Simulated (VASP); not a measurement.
A run of VASP 6.6.1 is set up as follows.

File INCAR:

```
SYSTEM = Ir
  PREC = Accurate
  ENCUT = 520
  EDIFF = 1E-6
  ISMEAR = 0
  SIGMA = 0.15
  LREAL = .FALSE.
  LASPH = .TRUE.
  NELM = 100
  ALGO = Normal
  ISIF = 2
  LWAVE = .FALSE.
  LCHARG = .TRUE.
  GGA = PE
  LELF = .TRUE.
  LVHAR = .TRUE.
  NBANDS = 10
```

KPOINTS

```
Automatic mesh
0
G
  22 22 22
  0 0 0
```

POSCAR

```
Ir
1.0
    0.0000000000      1.9964880000      1.9197000000
    1.9964880000      0.0000000000      1.9197000000
    1.9964880000      1.9964880000      0.0000000000
Ir
1
Direct
    0.0000000000      0.0000000000      0.0000000000
```

Potentials or basis: VASP PAW PBE potentials, release 64 (Ir).

The run is started by

```console
$ cat potpaw_PBE.64/Ir/POTCAR > POTCAR
$ mpirun -np 1 vasp_std > vasp.out
```

**Question.** Predict the band gap on the k mesh.

**Answer.** Zero (an odd number of electrons rules out a gap without spin polarisation).

**Question.** Predict the pressure.

**Answer.** -15.7 GPa.

Stress tensor (GPa, compression positive):
```
-19.44   0.00   0.00
  0.00 -19.44   0.00
  0.00   0.00  -8.07
```

Caveat: the cell differs from its parent crystal (strain +0.040 along x and y, +0.000 along z); the cell stands under tension; spin-orbit coupling is left out, which moves the levels of the heavy elements.
